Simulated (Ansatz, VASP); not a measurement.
# Two plane-wave programs on BaTiO3

INCAR

```
SYSTEM = BaTiO3
PREC = Accurate ; ENCUT = 600
EDIFF = 1E-6 ; ISMEAR = -1
SIGMA = 0.02 ; LREAL = .FALSE.
LASPH = .TRUE. ; NELM = 120
ALGO = Normal ; ISIF = 2
LWAVE = .FALSE. ; LCHARG = .FALSE.
GGA = PS ; NBANDS = 28
GGA_COMPAT = .FALSE.
```

Contents of KPOINTS:

```
Automatic mesh
0
G
  6 6 6
  0 0 0
```

File POSCAR:

```
BaTiO3
1.0
    2.8273666084      1.6323808724      2.3183934932
   -2.8273666084      1.6323808724      2.3183934932
    0.0000000000     -3.2647617449      2.3183934932
Ba Ti O
1 1 3
Direct
    0.0000000000      0.0000000000      0.0000000000
    0.4845000000      0.4845000000      0.4845000000
    0.5086000000      0.0175000000      0.5086000000
    0.0175000000      0.5086000000      0.5086000000
    0.5086000000      0.5086000000      0.0175000000
```

Contents of input.yaml:

```yaml
crystal:
  lattice:
    - [2.8273666084, 1.6323808724, 2.3183934932]
    - [-2.8273666084, 1.6323808724, 2.3183934932]
    - [0.0, -3.2647617449, 2.3183934932]
  atoms:
    - { symbol: Ba, position: [0.0, 0.0, 0.0] }
    - { symbol: Ti, position: [0.4845, 0.4845, 0.4845] }
    - { symbol: O, position: [0.5086, 0.0175, 0.5086] }
    - { symbol: O, position: [0.0175, 0.5086, 0.5086] }
    - { symbol: O, position: [0.5086, 0.5086, 0.0175] }
kpoints:
  mp_grid: { grid: [6, 6, 6] }
  band_path:
    path:
      - [[0.0, 0.0, 0.0], [0.5, 0.5, 0.5], [0.5028287877103, 0.4971712122897, 0.5]]
      - [[0.5000000000077, -0.4971712122876, 0.49717121229], [0.4999999999989, -3.860560344047e-12, -1.595962377035e-13], [0.0, 0.0, 0.0], [0.4985856061476, -0.4985856061476, 0.0]]
      - [[0.501414393859, 1.059966713468e-12, 0.498585606145], [0.5000000000039, 1.08491639797e-12, 0.5000000000002], [0.0, 0.0, 0.0]]
    npoints: 10
hamiltonian:
  xc: pbesol
scf:
  occupations: { method: fermi_dirac, width: 0.02 }
  n_extra_bands: 5
output:
  forces: true
  stress: true
  eigenvalues: true
```

Alike in both runs: functional PBEsol; k mesh 6 × 6 × 6; occupations fermi-dirac, width 0.02 eV; no spin polarisation.

|  | VASP | Ansatz |
| --- | --- | --- |
| version | VASP 6.6.1 | Ansatz 0.2.0 |
| potentials or method | VASP PAW PBE potentials, release 64 (Ba_sv, Ti_sv, O) | Ansatz PAW |
| plane-wave cutoff (eV) | 600 | 420 |
| valence electrons in the cell | 40 | 40 |
| task | single point | band structure |

```tsv
	VASP	Ansatz	Ansatz less VASP
gap on the k mesh at the Fermi level (eV)	2.34	2.39	+0.054
least direct gap on the mesh (eV)	2.74	2.75	+0.013
pressure (GPa)	0.4	-1.2	-1.70
traceless stress, the component that is largest in VASP (GPa)	-0.12	-0.08	+0.042
rms of the force components (eV/Å)	0.063	0.053	-0.0109
```

VASP's potentials were made for PBE, not for PBEsol. Atom by atom the forces differ by 0.024 eV/Å (rms over components). The functional is the same, so the differences come from potentials, cutoffs and numerics.

Spin-orbit coupling is off throughout.
